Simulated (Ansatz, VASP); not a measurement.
# LiF in VASP and in Ansatz

```
Li F
1.0
     0.00000    2.06740    2.06740
     2.06740    0.00000    2.06740
     2.06740    2.06740    0.00000
Li F
1 1
Direct
  0.00000 0.00000 0.00000
  0.50000 0.50000 0.50000
```

Change from the starting cell: volume scaled by 1.05.

Alike in both runs: task single point; functional PBE; k mesh 14 × 14 × 14; occupations fermi-dirac, width 0.03 eV; no spin polarisation.

|  | VASP | Ansatz |
| --- | --- | --- |
| version | VASP 6.6.1 | Ansatz 0.2.0 |
| potentials or method | VASP PAW PBE potentials, release 64 (Li_sv, F), cutoff 520 eV | all-electron LAPW, scalar-relativistic |

VASP gave:

```
gap on the k mesh at the Fermi level (eV) : 8.42
```

Problem. What did Ansatz give for the same quantities?

Solution. gap on the k mesh at the Fermi level (eV): 8.40.

Ansatz ran all-electron here, and VASP with PAW potentials.

Noted on VASP's run: the cutoff is short for stress, so the pressure is rough.
